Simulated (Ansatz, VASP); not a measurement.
**HC12 in VASP and in Ansatz**

```
C H
1.0
     4.88927    0.00000    0.00000
    -2.44463    6.77393    0.00000
     0.00000    0.00000   22.76841
C H
24 2
Direct
  0.40208 0.30416 0.17568
  0.40208 0.80416 0.17568
  0.90208 0.30416 0.17568
  0.90208 0.80416 0.17568
  0.16304 0.32608 0.20598
  0.16304 0.82608 0.20598
  0.66304 0.32608 0.20598
  0.66304 0.82608 0.20598
  0.18464 0.36928 0.26663
  0.18464 0.86928 0.26663
  0.68464 0.36928 0.26663
  0.68464 0.86928 0.26663
  0.44616 0.39233 0.29605
  0.44616 0.89233 0.29605
  0.94616 0.39233 0.29605
  0.94616 0.89233 0.29605
  0.47156 0.44313 0.35911
  0.47156 0.94313 0.35911
  0.97156 0.44313 0.35911
  0.97156 0.94313 0.35911
  0.23270 0.46540 0.38511
  0.23270 0.96540 0.38511
  0.73270 0.46540 0.38511
  0.73270 0.96540 0.38511
  0.23270 0.92028 0.44704
  0.23270 0.01053 0.44704
```

Alike in both runs: task single point; functional LDA; k mesh 6 × 4 × 1; occupations gaussian, width 0.05 eV; no spin polarisation.

|  | VASP | Ansatz |
| --- | --- | --- |
| version | VASP 6.6.1 | Ansatz 0.2.0 |
| potentials or method | VASP PAW LDA potentials, release 64 (C, H), cutoff 520 eV | scalar-relativistic, plane waves, PAW |
| valence electrons in the cell | 98 | 98 |

Ansatz gave:

| Property | Result |
| --- | --- |
| gap on the k mesh at the Fermi level (eV) | none |
| rms of the force components (eV/Å) | 1.722 |
| work function, face that differs most (eV) | 7.03 |

Task: Estimate VASP's values.

Result: gap on the k mesh at the Fermi level (eV): none; rms of the force components (eV/Å): 1.723; work function, face that differs most (eV): 7.03.

Ansatz warns that its potentials were made for another functional, while VASP's fit it. LDA's correlation is that of Perdew and Zunger in VASP and of Perdew and Wang (1992) in Ansatz. Atom by atom the forces differ by 0.025 eV/Å (rms over components). A gap of «none» marks a metal or a gap that the smearing closes.
